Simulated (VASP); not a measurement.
# Tl (P6_3/mmc) in VASP: notebook

The runs below take Tl through single point, with RPBE.

Everything below comes from runs of VASP 6.6.1. Logs are shortened: lines on timing, memory, paths and dates and some standing lists are left out, and cuts for length are marked.

## 1. The cell of the first run

Symmetry: P6_3/mmc, No. 194, hexagonal system. The conventional cell has a = 3.690 Å, b = 3.690 Å, c = 5.738 Å, α = 90.00°, β = 90.00°, γ = 120.00°. Tl (site symmetry -6m2) has 12 Tl at 3.57 to 3.69 Å within 4.7 Å.

## 2. Single point, RPBE (33.83 Å³/atom)

INCAR

```
SYSTEM = Tl
PREC     = Accurate       ! precision mode
ENCUT    = 520            ! plane-wave cutoff, eV
EDIFF    = 1E-6           ! SCF threshold, eV
ISMEAR   = -1             ! smearing method
SIGMA    = 0.1            ! smearing width, eV
LREAL    = .FALSE.        ! projectors in reciprocal space
LASPH    = .TRUE.         ! aspherical terms in the spheres
NELM     = 80             ! most SCF steps
ALGO     = Normal         ! electronic algorithm
ISIF     = 2              ! what is computed and relaxed
LWAVE    = .FALSE.        ! write WAVECAR
LCHARG   = .FALSE.        ! write CHGCAR
GGA      = RP             ! functional
NBANDS   = 20             ! bands
```

KPOINTS

```
regular mesh
0
G
  16 16 9
  0 0 0
```

POSCAR

```
Tl
1.0
    3.6899620503      0.0000000000      0.0000000000
   -1.8449810251      3.1956008745      0.0000000000
    0.0000000000      0.0000000000      5.7378025583
Tl
2
Direct
    0.3333333333      0.6666666667      0.2500000000
    0.6666666667      0.3333333333      0.7500000000
```

Potentials or basis: VASP PAW PBE potentials, release 64 (Tl_d).

Run with:

```bash
cat potpaw_PBE.64/Tl_d/POTCAR > POTCAR
mpirun -np 1 vasp_std > vasp.out
```

OUTCAR:

```text
SYSTEM = Tl
   PREC = Accurate
   ENCUT = 520
   EDIFF = 1E-6
   ISMEAR = -1
   LREAL = .FALSE.
   LASPH = .TRUE.
   NELM = 80
   ISIF = 2
   GGA = RP

 ion  position               nearest neighbor table
   1  0.333  0.667  0.250-   2 3.57   2 3.57   2 3.57   2 3.57   2 3.57   2 3.57
   2  0.667  0.333  0.750-   1 3.57   1 3.57   1 3.57   1 3.57   1 3.57   1 3.57

  LATTYP: Found a hexagonal cell.
 ALAT       =     3.6899620503
 C/A-ratio  =     1.5549760350

  Lattice vectors:

 A1 = (   3.6899620503,   0.0000000000,   0.0000000000)
 A2 = (  -1.8449810251,   3.1956008745,   0.0000000000)
 A3 = (   0.0000000000,   0.0000000000,   5.7378025583)

Analysis of symmetry for initial positions (statically):
=====================================================================
 Subroutine PRICEL returns:
 Original cell was already a primitive cell.

 Routine SETGRP: Setting up the symmetry group for a
 hexagonal supercell.

 Subroutine GETGRP returns: Found 24 space group operations
 (whereof 12 operations were pure point group operations)
 out of a pool of 24 trial point group operations.

The static configuration has the point symmetry D_3d.
 The point group associated with its full space group is D_6h.

Analysis of symmetry for dynamics (positions and initial velocities):
=====================================================================
 Subroutine PRICEL returns:
 Original cell was already a primitive cell.

 Routine SETGRP: Setting up the symmetry group for a
 hexagonal supercell.

 Subroutine GETGRP returns: Found 24 space group operations
 (whereof 12 operations were pure point group operations)
 out of a pool of 24 trial point group operations.

The dynamic configuration has the point symmetry D_3d.
 The point group associated with its full space group is D_6h.

 Subroutine INISYM returns: Found 24 space group operations
 (whereof 12 operations are pure point group operations),
 and found     1 'primitive' translations

----------------------------------------------------------------------------------------

                                     Primitive cell

  volume of cell :      67.6581

  direct lattice vectors                    reciprocal lattice vectors
     3.689962050  0.000000000  0.000000000     0.271005497  0.156465097  0.000000000
    -1.844981025  3.195600875  0.000000000     0.000000000  0.312930193  0.000000000
     0.000000000  0.000000000  5.737802558     0.000000000  0.000000000  0.174282748

  length of vectors
     3.689962050  3.689962050  5.737802558     0.312930193  0.312930193  0.174282748

  position of ions in fractional coordinates (direct lattice)
     0.333333333  0.666666667  0.250000000
     0.666666667  0.333333333  0.750000000

  ion indices of the primitive-cell ions
   primitive index   ion index
                 1           1
                 2           2

----------------------------------------------------------------------------------------

 KPOINTS: regular mesh

Automatic generation of k-mesh.
 Grid dimensions read from file:
 generate k-points for:   16   16    9

 Generating k-lattice:

  Cartesian coordinates                     Fractional coordinates (reciprocal lattice)
     0.016937844  0.009779069  0.000000000     0.062500000  0.000000000  0.000000000
     0.000000000  0.019558137  0.000000000     0.000000000  0.062500000  0.000000000
     0.000000000  0.000000000  0.019364750     0.000000000  0.000000000  0.111111111

  Length of vectors
     0.019558137  0.019558137  0.019364750

  Shift w.r.t. Gamma in fractional coordinates (k-lattice)
     0.000000000  0.000000000  0.000000000

 Subroutine IBZKPT returns following result:
 ===========================================

 Found    150 irreducible k-points:

 Following reciprocal coordinates:
            Coordinates               Weight
  0.000000  0.000000  0.000000      1.000000
  0.062500  0.000000  0.000000      6.000000
  0.125000  0.000000  0.000000      6.000000
  0.187500  0.000000  0.000000      6.000000
  0.250000  0.000000  0.000000      6.000000
  0.312500  0.000000  0.000000      6.000000
[... 16 lines left out ...]
  0.187500  0.187500  0.000000      6.000000
  0.250000  0.187500  0.000000     12.000000
 [... further k-points ...]
   k-points           NKPTS =    150   k-points in BZ     NKDIM =    150   number of bands    NBANDS=     20
   number of dos      NEDOS =    301   number of ions     NIONS =      2
   total plane-waves  NPLWV =  37632
   dimension x,y,z NGX =    28 NGY =   28 NGZ =   48
   dimension x,y,z NGXF=    56 NGYF=   56 NGZF=   96
   ions per type =               2
   NGX,Y,Z   is equivalent  to a cutoff of  12.61, 12.61, 13.91 a.u.
   NGXF,Y,Z  is equivalent  to a cutoff of  25.23, 25.23, 27.81 a.u.
 SYSTEM =  Tl
   PREC   = accura    normal or accurate (medium, high low for compatibility)
   ISTART =      0    job   : 0-new  1-cont  2-samecut
   ICHARG =      2    charge: 1-file 2-atom 10-const
   ISPIN  =      1    spin polarized calculation?
   LNONCOLLINEAR =      F non collinear calculations
   LSORBIT =      F    spin-orbit coupling
   LASPH  =      T    aspherical Exc in radial PAW
   ENCUT  =  520.0 eV  38.22 Ry    6.18 a.u.   6.86  6.86 10.67*2*pi/ulx,y,z
   NELM   =     80;   NELMIN=  2; NELMDL= -5     # of ELM steps
   EDIFF  = 0.1E-05   stopping-criterion for ELM
   LREAL  =      F    real-space projection
   EDIFFG = 0.1E-04   stopping-criterion for IOM
   NSW    =      0    number of steps for IOM
   IBRION =     -1    ionic relax: 0-MD 1-quasi-New 2-CG
   NFREE  =      0    steps in history (QN), initial steepest desc. (CG)
   ISIF   =      2    stress and relaxation
   ISYM   =      2    0-nonsym 1-usesym 2-fastsym
   POTIM  = 0.5000    time-step for ionic-motion
   TEBEG  =    0.0;   TEEND  =   0.0 temperature during run
   PSTRESS=    0.0 pullay stress
   NELECT =      26.0000    total number of electrons
   NUPDOWN=      -1.0000    fix difference up-down
   EMIN   =  10.00;   EMAX   =-10.00  energy-range for DOS
   EFERMI =   0.00;   METHOD = LEGACY
   ISMEAR =    -1;   SIGMA  =   0.10  broadening in eV -4-tet -1-fermi 0-gaus
   EFERMI_NEDOS =   21; number of points for ismear=-14 and -15
   IALGO  =     38    algorithm
   IMIX   =      4    mixing-type and parameters
     AMIX     =   0.40;   BMIX     =  1.00
     AMIX_MAG =   1.60;   BMIX_MAG =  1.00
  volume/ion in A,a.u.               =      33.83       228.29
  Fermi-wavevector in a.u.,A,eV,Ry     =   1.190216  2.249183 19.274219  1.416615
  Thomas-Fermi vector in A             =   2.326306
   LORBIT       =      0    0 simple, 1 ext, 2 COOP (PROOUT), +10 PAW based schemes
   GGA     = RP    functional components
   LHFCALC =     F    Hartree Fock is set to
   AEXX    =    0.0000 exact exchange contribution
   IVDW    =     0    specifies the selected vdW correction
   LEPSILON=     F    determine dielectric tensor
   LRPA    =     F    only Hartree local field effects (RPA)
 non-spin polarized calculation
  energy-cutoff  :      520.00
  volume of cell :       67.66
 maximum number of plane-waves:      1842
 NGX is ok and might be reduce to    28
   NGX = 13   NGY = 13   NGZ = 21

 number of electron      26.0000001 magnetization

 Free energy of the ion-electron system (eV)
  ---------------------------------------------------
  ext. energy  EPLUGINS =         0.00000000
  ---------------------------------------------------
  free energy    TOTEN  =        -3.69173791 eV

  energy without entropy =       -3.65522260  energy(sigma->0) =       -3.67348025

 E-fermi :   5.1451     XC(G=0):  -9.2375

 val. band max:        5.1435347664   @ k =   0.1875   0.1875   0.2222
 cond. band min:       5.1477482229   @ k =   0.3125   0.0625   0.0000
 fundamental gap:      0.0042134565
 Fermi energy:         5.1451291122

 k-point     1 :       0.0000    0.0000    0.0000
  band No.  band energies     occupation
      1      -6.4793      2.00000
      2      -6.3594      2.00000
      3      -6.3594      2.00000
      4      -6.3517      2.00000
      5      -6.3245      2.00000
      6      -6.3245      2.00000
[... 12 lines left out ...]
     19      14.7344      0.00000
     20      14.9670      0.00000

 k-point     2 :       0.0625    0.0000    0.0000
  band No.  band energies     occupation
      1      -6.4732      2.00000
      2      -6.3775      2.00000
      3      -6.3493      2.00000
      4      -6.3313      2.00000
      5      -6.3235      2.00000
      6      -6.3150      2.00000
[... 12 lines left out ...]
     19      15.0504      0.00000
     20      15.1162      0.00000

 k-point     3 :       0.1250    0.0000    0.0000
  band No.  band energies     occupation
      1      -6.4647      2.00000
      2      -6.3911      2.00000
      3      -6.3300      2.00000
      4      -6.3277      2.00000
      5      -6.3234      2.00000
      6      -6.3204      2.00000
[... 12 lines left out ...]
     19      14.6656      0.00000
     20      15.9628      0.00000

 k-point     4 :       0.1875    0.0000    0.0000
  band No.  band energies     occupation
      1      -6.4769      2.00000
      2      -6.3846      2.00000
      3      -6.3550      2.00000
      4      -6.3465      2.00000
      5      -6.3199      2.00000
      6      -6.2770      2.00000
[... 12 lines left out ...]
     19      13.8744      0.00000
     20      15.9271      0.00000

 k-point     5 :       0.2500    0.0000    0.0000
  band No.  band energies     occupation
      1      -6.5050      2.00000
      2      -6.3878      2.00000
      3      -6.3790      2.00000
      4      -6.3673      2.00000
      5      -6.3033      2.00000
      6      -6.2256      2.00000
[... 12 lines left out ...]
     19      13.3363      0.00000
     20      15.3312      0.00000
[... 353 lines left out ...]
      6      -6.2360      2.00000
[... 12 lines left out ...]
     19      13.1399      0.00000
     20      13.9973      0.00000

 k-point    22 :       0.4375    0.1250    0.0000
  band No.  band energies     occupation
      1      -6.5378      2.00000
      2      -6.5082      2.00000
      3      -6.3899      2.00000
      4      -6.3810      2.00000
      5      -6.2411      2.00000
      6      -6.2295      2.00000
[... 12 lines left out ...]
     19      13.0736      0.00000
     20      13.9498      0.00000

 k-point    23 :       0.1875    0.1875    0.0000
  band No.  band energies     occupation
      1      -6.4458      2.00000
      2      -6.4399      2.00000
      3      -6.4371      2.00000
      4      -6.3707      2.00000
      5      -6.2641      2.00000
      6      -6.2105      2.00000
[... 12 lines left out ...]
     19      13.3922      0.00000
     20      15.6149      0.00000

 k-point    24 :       0.2500    0.1875    0.0000
  band No.  band energies     occupation
      1      -6.4807      2.00000
      2      -6.4606      2.00000
      3      -6.4058      2.00000
      4      -6.3722      2.00000
      5      -6.2481      2.00000
      6      -6.2216      2.00000
[... 12 lines left out ...]
     19      12.8064      0.00000
     20      15.6309      0.00000

 [... further k-points ...]

------------------------ aborting loop because EDIFF is reached ----------------------------------------

  FORCE on cell =-STRESS in cart. coord.  units (eV):
  Direction    XX          YY          ZZ          XY          YZ          ZX
  --------------------------------------------------------------------------------------
  -------------------------------------------------------------------------------------
  Total       -0.0511991     -0.0511991      0.0244461     -0.0000000     -0.0000000      0.0000000
  in kB       -1.2124185     -1.2124185      0.5788950     -0.0000000     -0.0000000      0.0000000
  external PRESSURE =      -0.6153140 kB  Pullay stress =       0.0000000 kB

 VOLUME and BASIS-vectors are now :
 -----------------------------------------------------------------------------
  energy-cutoff  :      520.00
  volume of cell :       67.66
      direct lattice vectors                 reciprocal lattice vectors
     3.689962050  0.000000000  0.000000000     0.271005497  0.156465097  0.000000000
    -1.844981025  3.195600875  0.000000000     0.000000000  0.312930193  0.000000000
     0.000000000  0.000000000  5.737802558     0.000000000  0.000000000  0.174282748

 POSITION                                       TOTAL-FORCE (eV/Angst)
 -----------------------------------------------------------------------------------
     -0.00000      2.13040      1.43445         0.000000      0.000000      0.000000
      1.84498      1.06520      4.30335        -0.000000     -0.000000      0.000000
 -----------------------------------------------------------------------------------
    total drift:                               -0.000000      0.000000      0.000000

  FREE ENERGIE OF THE ION-ELECTRON SYSTEM (eV)
  ---------------------------------------------------
  free  energy   TOTEN  =        -3.6917379127 eV

  energy  without entropy=       -3.6552225965  energy(sigma->0) =       -3.67348025
```

It took 59 s on 1 thread of Intel Xeon 6975P-C (Granite Rapids), shared host; peak memory 0.29 GiB.

Results:

```
Free energy            : -3.6917 eV
Pressure               : -0.1 GPa
Band gap on the k mesh : zero (bands 13 and 14 overlap by 3.95 eV)
```

Stress tensor (GPa, compression positive):
```
-0.12  0.00  0.00
 0.00 -0.12  0.00
 0.00  0.00  0.06
```

Caveat: the PAW data sets were made with another functional, which shifts forces and pressure a little; spin-orbit coupling is left out, which moves the levels of the heavy elements.

## 3. Single point, RPBE (35.18 Å³/atom)

This run uses another cell than the first one, of 35.18 Å³/atom.

INCAR

```
PREC = Accurate
ENCUT = 520
EDIFF = 1E-6
ISMEAR = -1
SIGMA = 0.1
LREAL = False
LASPH = True
NELM = 60
ALGO = Normal
ISIF = 2
LWAVE = False
LCHARG = False
GGA = RP
NBANDS = 20
```

KPOINTS

```
Automatic mesh
0
Gamma
  16 16 9
```

POSCAR

```
Tl
1.0
    3.7385197510      0.0000000000      0.0000000000
   -1.8692598755      3.2376530769      0.0000000000
    0.0000000000      0.0000000000      5.8133086192
Tl
2
Direct
    0.3333333333      0.6666666667      0.2500000000
    0.6666666667      0.3333333333      0.7500000000
```

Potentials or basis: VASP PAW PBE potentials, release 64 (Tl_d).

Run with:

```bash
cat potpaw_PBE.64/Tl_d/POTCAR > POTCAR
mpirun -np 1 vasp_std > vasp.out
```

Run time: 64 s. Hardware: 1 thread of Intel Xeon 6975P-C (Granite Rapids), shared host; peak memory 0.3 GiB.

The run converged. Its results:

```
Free energy            : -3.6860 eV
Pressure               : -0.7 GPa
Band gap on the k mesh : zero (bands 13 and 14 overlap by 3.73 eV)
```

Levels at points of the mesh, in eV from the Fermi level:
```
           k point  band 10  band 11  band 12  band 13  band 14  band 15  band 16  band 17
(0.00, 0.00, 0.00)   -11.23    -8.83    -5.02    -2.03     6.38     6.38     8.11     8.11
(0.50, 0.00, 0.00)   -11.19    -5.75    -4.65    -0.74     0.68     1.30     3.27     3.37
```

Caveat: the PAW data sets were made with another functional, which shifts forces and pressure a little; spin-orbit coupling is left out, which moves the levels of the heavy elements.
